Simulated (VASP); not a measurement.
## Na: single point with r2SCAN

Crystal: Na.

```xyz
1
Lattice="-2.1121 2.1121 2.1121 2.1121 -2.1121 2.1121 2.1121 2.1121 -2.1121" Properties=species:S:1:pos:R:3 pbc="T T T"
Na    0.0000    0.0000    0.0000
```

This cell differs from its parent crystal: volume scaled by 0.96.

| Quantity | Value |
| --- | --- |
| Program | VASP 6.6.1 |
| Task | single point |
| Functional | r2SCAN |
| Potentials or basis | VASP PAW PBE potentials, release 64 (Na_pv) |
| Cutoff | 550 eV |
| k mesh | 9 × 9 × 9 |
| Occupations | fermi-dirac, width 0.05 eV |
| Spin | no spin polarisation |

The pressure is 0.1 GPa.

Levels at points of the mesh, in eV from the Fermi level:
```tsv
k point	band 1	band 2	band 3	band 4	band 5	band 6
(0.00, 0.00, 0.00)	-26.01	-26.01	-26.01	-3.44	12.33	12.33
```

Wall time 71 s on 1 thread of Intel Xeon 8259CL, on a shared host, peak memory 0.16 GiB.

Caveat: the PAW data sets were made with another functional, which shifts forces and pressure a little.
